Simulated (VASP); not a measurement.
Runs of VASP 6.6.1 on Re. The structure is that of space group P6_3/mmc (No. 194), or close to it. The cells are those of the table. 

| cell | k mesh | gap on the mesh (eV) | pressure (GPa) |
| --- | --- | --- | --- |
| a = 2.824, b = 2.824, c = 9.103 Å, angles 90.0, 90.0, 120.0°, 4 atoms | 15 × 15 × 4 | none | -13.4 |
| a = 2.859, b = 2.859, c = 9.218 Å, angles 90.0, 90.0, 120.0°, 4 atoms | 15 × 15 × 4 | none | (b) |
| a = 2.787, b = 2.787, c = 8.985 Å, angles 90.0, 90.0, 120.0°, 4 atoms | 15 × 15 × 4 | none | -0.6 |
| a = 2.671, b = 2.671, c = 8.610 Å, angles 90.0, 90.0, 120.0°, 4 atoms | 15 × 15 × 4 | none | (a) |
| a = 2.787, b = 2.787, c = 8.985 Å, angles 90.0, 90.0, 120.0°, 4 atoms | 17 × 17 × 5 | none | -0.7 |

Alike in all rows: task single point; level RPBE; potentials or basis VASP PAW PBE potentials, release 64 (Re); no spin polarisation; cutoff (eV) 520; smearing fermi-dirac 0.1 eV.

Fill in the values left out.

(a) 60.3; (b) -23.6.

Caveats: the PAW data sets were made with another functional, which shifts forces and pressure a little; spin-orbit coupling is left out, which moves the levels of the heavy elements.

A k mesh can miss the band edges, and the runs leave out spin-orbit coupling on Re.

A gap of «none» marks levels without a gap at the run's occupations.
